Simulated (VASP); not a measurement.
A run of VASP 6.6.1 is set up as follows.

Contents of POSCAR:

```
RbBr
1.0
    0.0000000000      3.4270000000      3.4270000000
    3.4270000000      0.0000000000      3.4270000000
    3.4270000000      3.4270000000      0.0000000000
Rb Br
1 1
Direct
    0.0000000000      0.0000000000      0.0000000000
    0.5000000000      0.5000000000      0.5000000000
```

INCAR.step1

```
SYSTEM = RbBr
PREC     = Accurate       ! precision mode
ENCUT    = 600            ! plane-wave cutoff, eV
ISMEAR   = 1              ! smearing method
SIGMA    = 0.05           ! smearing width, eV
LREAL    = .False.        ! projectors in reciprocal space
LASPH    = .True.         ! aspherical terms in the spheres
NELM     = 60             ! most SCF steps
GGA      = PE             ! functional
ALGO     = Normal         ! electronic algorithm
EDIFF    = 1E-4           ! SCF threshold, eV
LWAVE    = .True.         ! write WAVECAR
LCHARG   = .False.        ! write CHGCAR
```

The input INCAR.step2:

```
SYSTEM = RbBr
PREC     = Accurate       ! precision mode
ENCUT    = 600            ! plane-wave cutoff, eV
EDIFF    = 1E-6           ! SCF threshold, eV
ISMEAR   = 1              ! smearing method
SIGMA    = 0.05           ! smearing width, eV
LREAL    = .False.        ! projectors in reciprocal space
LASPH    = .True.         ! aspherical terms in the spheres
NELM     = 60             ! most SCF steps
ALGO     = Normal         ! electronic algorithm
ISIF     = 3              ! what is computed and relaxed
LWAVE    = .False.        ! write WAVECAR
LCHARG   = .False.        ! write CHGCAR
METAGGA  = R2SCAN         ! meta-GGA
LMIXTAU  = .True.       
IBRION   = 2              ! ionic algorithm
NSW      = 80             ! ionic steps
EDIFFG   = -0.01          ! ionic threshold
ISTART   = 1
```

File KPOINTS:

```
regular mesh
0
Gamma
  6 6 6
  0 0 0
```

Potentials or basis: VASP PAW PBE potentials, release 64 (Rb_sv, Br).

Command:

```sh
$ cat potpaw_PBE.64/Rb_sv/POTCAR potpaw_PBE.64/Br/POTCAR > POTCAR
$ cp INCAR.step1 INCAR
$ mpirun -np 1 vasp_std > vasp.out
$ cp INCAR.step2 INCAR
$ mpirun -np 1 vasp_std > vasp.out
```

Question: Predict the relaxed cell.

Answer: a = 4.899 Å, b = 4.899 Å, c = 4.899 Å, α = 60.00°, β = 60.00°, γ = 60.00°.

Question: What does it give for the band gap on the k mesh?

Answer: 4.89 eV.

Question: Estimate the space group after relaxing (to 0.1 Å).

Answer: Fm-3m (No. 225).

Final structure:
```xyz
2
Lattice="0.0000 3.4641 3.4641 3.4641 0.0000 3.4641 3.4641 3.4641 0.0000" Properties=species:S:1:pos:R:3 pbc="T T T"
Rb    0.0000    0.0000    0.0000
Br    3.4641    3.4641    3.4641
```

 Zero-point motion and thermal expansion aren't in these numbers.
